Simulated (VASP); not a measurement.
# Mg4Au (P2/m) in VASP: relaxation of cell and atoms with PBE

Aim: the relaxation of cell and atoms of Mg4Au with PBE.

All numbers are computed with VASP 6.6.1; they aren't measurements. Logs are shortened: lines on timing, memory, paths and dates and some standing lists are left out, and cuts for length are marked.

## (1) The cell of the first run

The structure is monoclinic, space group P2/m (No. 10). Conventional cell: a = 4.558 Å, b = 4.605 Å, c = 5.854 Å, α = 90.00°, β = 112.28°, γ = 90.00°. Within 3.7 Å of Mg (site symmetry m) lie 2 Au at 2.77 Å and 9 Mg at 3.08 to 3.27 Å. Within 3.6 Å of Mg (site symmetry m) lie 2 Au at 2.76 to 2.78 Å and 9 Mg at 3.15 to 3.26 Å. Au (site symmetry 2/m) has 8 Mg at 2.76 to 2.78 Å within 3.6 Å.

## (2) Relaxation of cell and atoms, PBE

The input, INCAR:

```
PREC     = Accurate       # precision mode
ENCUT    = 600            # plane-wave cutoff, eV
EDIFF    = 1E-7           # SCF threshold, eV
ISMEAR   = 0              # smearing method
SIGMA    = 0.1            # smearing width, eV
LREAL    = False          # projectors in reciprocal space
LASPH    = True           # aspherical terms in the spheres
NELM     = 120            # most SCF steps
ALGO     = Normal         # electronic algorithm
ISIF     = 3              # what is computed and relaxed
LWAVE    = False          # write WAVECAR
LCHARG   = False          # write CHGCAR
GGA      = PE             # functional
IBRION   = 2              # ionic algorithm
NSW      = 100            # ionic steps
EDIFFG   = -0.01          # ionic threshold
GGA_COMPAT= False        
NELMIN   = 4
```

The input, KPOINTS:

```
regular mesh
0
Gamma
  10 8 8
```

The input, POSCAR:

```
Mg4Au
1.0
    4.5578689588      0.0000000000      0.0000000000
    0.0000000000      4.6049129354      0.0000000000
   -2.2195250442      0.0000000000      5.4165215532
Mg Au
4 1
Direct
    0.6445479158      0.5000000000      0.7844839101
    0.1444348697      0.0000000000      0.7905728139
    0.8555651303      0.0000000000      0.2094271861
    0.3554520842      0.5000000000      0.2155160899
    0.5000000000      0.0000000000      0.5000000000
```

Potentials or basis: VASP PAW PBE potentials, release 64 (Mg, Au).

Started as:

```bash
$ cat potpaw_PBE.64/Mg/POTCAR potpaw_PBE.64/Au/POTCAR > POTCAR
$ mpirun -np 1 vasp_std > vasp.out
```

OUTCAR:

```text
PREC = Accurate
   ENCUT = 600
   EDIFF = 1E-7
   ISMEAR = 0
   LREAL = False
   LASPH = True
   NELM = 120
   ISIF = 3
   GGA = PE
   IBRION = 2
   NSW = 100
   EDIFFG = -0.01
   NELMIN = 4

 ion  position               nearest neighbor table
   1  0.645  0.500  0.784-   5 2.77   5 2.77   4 3.08   2 3.23   2 3.23   2 3.25   2 3.25   3 3.26
                             3 3.26   4 3.26   4 3.27
   2  0.144  0.000  0.791-   5 2.76   5 2.78   3 3.15   3 3.19   1 3.23   1 3.23   3 3.24   1 3.25
                             1 3.25   4 3.26   4 3.26
   3  0.856  0.000  0.209-   5 2.76   5 2.78   2 3.15   2 3.19   4 3.23   4 3.23   2 3.24   4 3.25
                             4 3.25   1 3.26   1 3.26
   4  0.355  0.500  0.216-   5 2.77   5 2.77   1 3.08   3 3.23   3 3.23   3 3.25   3 3.25   2 3.26
                             2 3.26   1 3.26   1 3.27
   5  0.500  0.000  0.500-   2 2.76   3 2.76   1 2.77   4 2.77   1 2.77   4 2.77   2 2.78   3 2.78

  LATTYP: Found a simple monoclinic cell.
 ALAT       =     4.5578689588
 B/A-ratio  =     1.0103214851
 C/A-ratio  =     1.2842912251
 COS(beta)  =    -0.3791706384

  Lattice vectors:

 A1 = (   4.5578689588,   0.0000000000,   0.0000000000)
 A2 = (   0.0000000000,   4.6049129354,   0.0000000000)
 A3 = (  -2.2195250442,   0.0000000000,   5.4165215532)

Analysis of symmetry for initial positions (statically):
=====================================================================
 Subroutine PRICEL returns:
 Original cell was already a primitive cell.

 Routine SETGRP: Setting up the symmetry group for a
 simple monoclinic supercell.

 Subroutine GETGRP returns: Found  4 space group operations
 (whereof  4 operations were pure point group operations)
 out of a pool of  4 trial point group operations.

The static configuration has the point symmetry C_2h.

Analysis of symmetry for dynamics (positions and initial velocities):
=====================================================================
 Subroutine PRICEL returns:
 Original cell was already a primitive cell.

 Routine SETGRP: Setting up the symmetry group for a
 simple monoclinic supercell.

 Subroutine GETGRP returns: Found  4 space group operations
 (whereof  4 operations were pure point group operations)
 out of a pool of  4 trial point group operations.

The dynamic configuration has the point symmetry C_2h.

 Subroutine INISYM returns: Found  4 space group operations
 (whereof  4 operations are pure point group operations),
 and found     1 'primitive' translations

----------------------------------------------------------------------------------------
[... 122 lines left out ...]
  Thomas-Fermi vector in A             =   2.024882
   LORBIT       =      0    0 simple, 1 ext, 2 COOP (PROOUT), +10 PAW based schemes
   GGA     = PE    functional components
   LHFCALC =     F    Hartree Fock is set to
   AEXX    =    0.0000 exact exchange contribution
   IVDW    =     0    specifies the selected vdW correction
   LEPSILON=     F    determine dielectric tensor
   LRPA    =     F    only Hartree local field effects (RPA)
 conjugate gradient relaxation of ions
 non-spin polarized calculation
 Gauss-broadening in eV      SIGMA  =   0.10
  energy-cutoff  :      600.00
  volume of cell :      113.69
 maximum number of plane-waves:      3824
   NGX = 19   NGY = 19   NGZ = 23

--------------------------------------- Ionic step        1  -------------------------------------------

 number of electron      19.0000000 magnetization

 Free energy of the ion-electron system (eV)
  ---------------------------------------------------
  ext. energy  EPLUGINS =         0.00000000
  ---------------------------------------------------
  free energy    TOTEN  =       -10.55206638 eV

  energy without entropy =      -10.54129589  energy(sigma->0) =      -10.54668113

------------------------ aborting loop because EDIFF is reached ----------------------------------------

  FORCE on cell =-STRESS in cart. coord.  units (eV):
  Direction    XX          YY          ZZ          XY          YZ          ZX
  --------------------------------------------------------------------------------------
  -------------------------------------------------------------------------------------
  Total       -0.2154526     -0.1941560     -0.1827819      0.0000000      0.0000000     -0.1778889
  in kB       -3.0363972     -2.7362616     -2.5759648      0.0000000      0.0000000     -2.5070081
  external PRESSURE =      -2.7828745 kB  Pullay stress =       0.0000000 kB
[... 221 lines left out ...]
--------------------------------------- Ionic step        7  -------------------------------------------

 number of electron      19.0000000 magnetization

 Free energy of the ion-electron system (eV)
  ---------------------------------------------------
  ext. energy  EPLUGINS =         0.00000000
  ---------------------------------------------------
  free energy    TOTEN  =       -10.55394294 eV

  energy without entropy =      -10.54282467  energy(sigma->0) =      -10.54838380

 E-fermi :   3.3599     XC(G=0):  -8.9409

 val. band max:        3.3567197799   @ k =   0.0000   0.1250   0.5000
 cond. band min:       3.3669931687   @ k =  -0.2000   0.5000   0.1250
 fundamental gap:      0.0102733888
 Fermi energy:         3.3599179641

 k-point     1 :       0.0000    0.0000    0.0000
  band No.  band energies     occupation
      1      -4.0236      2.00000
      2      -1.9732      2.00000
      3      -1.6662      2.00000
      4      -1.6405      2.00000
      5      -1.5722      2.00000
      6      -1.2538      2.00000
      7       1.3657      2.00000
      8       1.7283      2.00000
      9       3.1070      1.99965
     10       4.5027      0.00000
     11       4.9573      0.00000
     12       5.0154      0.00000
     13       5.4129      0.00000
[... 354 lines left out ...]
  band No.  band energies     occupation
      1      -1.9851      2.00000
      2      -1.7856      2.00000
      3      -1.6168      2.00000
      4      -1.6000      2.00000
      5      -1.4684      2.00000
      6      -1.1069      2.00000
      7       0.0002      2.00000
      8       0.9958      2.00000
      9       2.0135      2.00000
     10       2.3725      2.00000
     11       2.5513      2.00000
     12       4.0059      0.00000
     13       5.4789      0.00000

 [... further k-points ...]

------------------------ aborting loop because EDIFF is reached ----------------------------------------

  FORCE on cell =-STRESS in cart. coord.  units (eV):
  Direction    XX          YY          ZZ          XY          YZ          ZX
  --------------------------------------------------------------------------------------
  -------------------------------------------------------------------------------------
  Total        0.0244470      0.0039157     -0.0050071      0.0000000      0.0000000     -0.0070144
  in kB        0.3469929      0.0555782     -0.0710693      0.0000000      0.0000000     -0.0995604
  external PRESSURE =       0.1105006 kB  Pullay stress =       0.0000000 kB
[... 20 lines left out ...]
  FREE ENERGIE OF THE ION-ELECTRON SYSTEM (eV)
  ---------------------------------------------------
  free  energy   TOTEN  =       -10.5539429352 eV

  energy  without entropy=      -10.5428246736  energy(sigma->0) =      -10.54838380

 reached required accuracy - stopping structural energy minimisation
```

CONTCAR:

```text
Mg4Au
   1.00000000000000
     4.5495496314762836    0.0000000000000000   -0.0198678087025353
     0.0000000000000000    4.5940731216434463    0.0000000000000000
    -2.2391266646228303    0.0000000000000000    5.4104581485079919
  Mg              Au
     4     1
Direct
     0.6443286984932833    0.5000000000000000    0.7863772984627685
     0.1455762254069013    0.0000000000000000    0.7909370070747883
     0.8544237745930986    0.0000000000000000    0.2090629929252117
     0.3556713015067169    0.5000000000000000    0.2136227015372315
     0.5000000000000000    0.0000000000000000    0.5000000000000000

  0.00000000E+00  0.00000000E+00  0.00000000E+00
  0.00000000E+00  0.00000000E+00  0.00000000E+00
  0.00000000E+00  0.00000000E+00  0.00000000E+00
  0.00000000E+00  0.00000000E+00  0.00000000E+00
  0.00000000E+00  0.00000000E+00  0.00000000E+00
```

Run time: 21 min. Hardware: 1 thread of Oxide Virtual Turin-like, shared host; peak memory 0.57 GiB.

What came out:

```yaml
Free_energy: -10.5539 eV
Relaxed_volume: 22.58 Å³/atom
Relaxed_cell: a = 4.550 Å, b = 4.594 Å, c = 5.855 Å, α = 90.00°, β = 112.73°, γ = 90.00°
Space_group_after_relaxing_to_0.1_Å: Cmmm (No. 65)
Energy_gained_by_relaxing: 0.4 meV/atom
Ionic_steps: 7
Pressure_after_relaxing: 0.0 GPa
Largest_force_after_relaxing: 0.007 eV/Å
Band_gap_on_the_k_mesh: zero (an odd number of electrons rules out a gap without spin polarisation)
```

Forces in eV/Å, atoms in the order of the input:
```
Mg  -0.006  0.000 -0.004
Mg  -0.005  0.000 -0.003
Mg   0.005  0.000  0.003
Mg   0.006  0.000  0.004
Au   0.000  0.000  0.000
```

Step by step:
```
step  energy change (eV)  largest force (eV/Å)  pressure (GPa)  volume (Å³)
   1              0.0000                0.0382           -0.28       113.69
   2             -0.0012                0.0379           -0.01       113.04
   3             -0.0013                0.0377            0.09       112.80
   4             -0.0016                0.0271            0.03       112.88
   5             -0.0017                0.0184           -0.02       112.99
   6             -0.0018                0.0131           -0.01       112.94
   7             -0.0019                0.0072            0.01       112.88
```

Final structure:
```yaml
crystal:
  lattice:
    - [4.54955, 0.00000, -0.01987]
    - [0.00000, 4.59407, 0.00000]
    - [-2.23913, 0.00000, 5.41046]
  atoms:
    - { symbol: Mg, position: [0.64433, 0.50000, 0.78638] }
    - { symbol: Mg, position: [0.14558, 0.00000, 0.79094] }
    - { symbol: Mg, position: [0.85442, 0.00000, 0.20906] }
    - { symbol: Mg, position: [0.35567, 0.50000, 0.21362] }
    - { symbol: Au, position: [0.50000, 0.00000, 0.50000] }
```

Levels at points of the mesh, in eV from the Fermi level:
```
           k point  band 5  band 6  band 7  band 8  band 9  band 10  band 11  band 12  band 13
(0.00, 0.00, 0.00)   -4.93   -4.61   -1.99   -1.63   -0.25     1.14     1.60     1.66     2.05
(0.50, 0.00, 0.00)   -4.74   -4.60   -4.40   -2.08   -1.80     1.36     2.01     2.73     3.56
(0.00, 0.50, 0.00)   -4.73   -4.63   -4.61   -0.38   -0.33    -0.05     1.59     2.20     2.75
(0.50, 0.50, 0.00)   -4.78   -4.28   -3.04   -2.89   -1.62    -1.01    -0.43    -0.03     1.75
(0.00, 0.00, 0.50)   -4.94   -4.76   -4.62   -0.14    1.03     1.36     1.48     1.79     3.48
(0.50, 0.00, 0.50)   -4.74   -4.60   -4.38   -2.10   -1.83     1.36     2.03     2.75     3.56
(0.00, 0.50, 0.50)   -4.74   -4.61   -4.00   -3.13   -2.82     1.09     2.54     2.80     3.40
(0.50, 0.50, 0.50)   -4.78   -4.28   -3.03   -2.89   -1.60    -1.03    -0.45    -0.06     1.73
```

Caveat: spin-orbit coupling is left out, which moves the levels of the heavy elements.
